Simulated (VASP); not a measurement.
# C: single point with PBE

Crystal: C.

```
C
1.0
     0.00000    1.77011    1.68673
     1.77011    0.00000    1.68673
     1.77011    1.77011    0.00000
C
2
Direct
  0.50000 0.50000 0.50000
  0.75000 0.75000 0.75000
```

This cell differs from its parent crystal: volume 5.285 Å^3 an atom, c/a of the conventional cell 0.9529.

```json
{
 "Program": "VASP 6.6.1",
 "Task": "single point",
 "Functional": "PBE",
 "Potentials or basis": "VASP PAW PBE potentials, release 64 (C)",
 "Cutoff": "520 eV",
 "k mesh": "12 × 12 × 12",
 "Occupations": "gaussian, width 0.05 eV",
 "Spin": "no spin polarisation"
}
```

| Property | Result |
| --- | --- |
| Pressure | 38.1 GPa |
| Band gap on the k mesh | 3.06 eV, indirect (least direct gap 4.92 eV) |

Stress tensor (GPa, compression positive):
```
22.81  0.00  0.00
 0.00 22.81  0.00
 0.00  0.00 68.63
```

Levels at points of the mesh, in eV from the valence-band top:
```
           k point  band 2  band 3  band 4  band 5  band 6  band 7
(0.00, 0.00, 0.00)   -0.72   -0.72    0.00    4.92    5.53    5.53
(0.50, 0.00, 0.00)  -14.66   -3.91   -3.03    7.90    8.03    9.94
(0.50, 0.50, 0.00)  -13.21   -7.71   -7.71    3.64    3.64   17.58
(0.50, 0.00, 0.50)  -14.02   -6.95   -6.95    4.84    4.84   17.21
```

It took 18 s on 1 thread of Intel Xeon 8259CL (shared host), peak memory 0.12 GiB.

 A k mesh can miss the band edges.
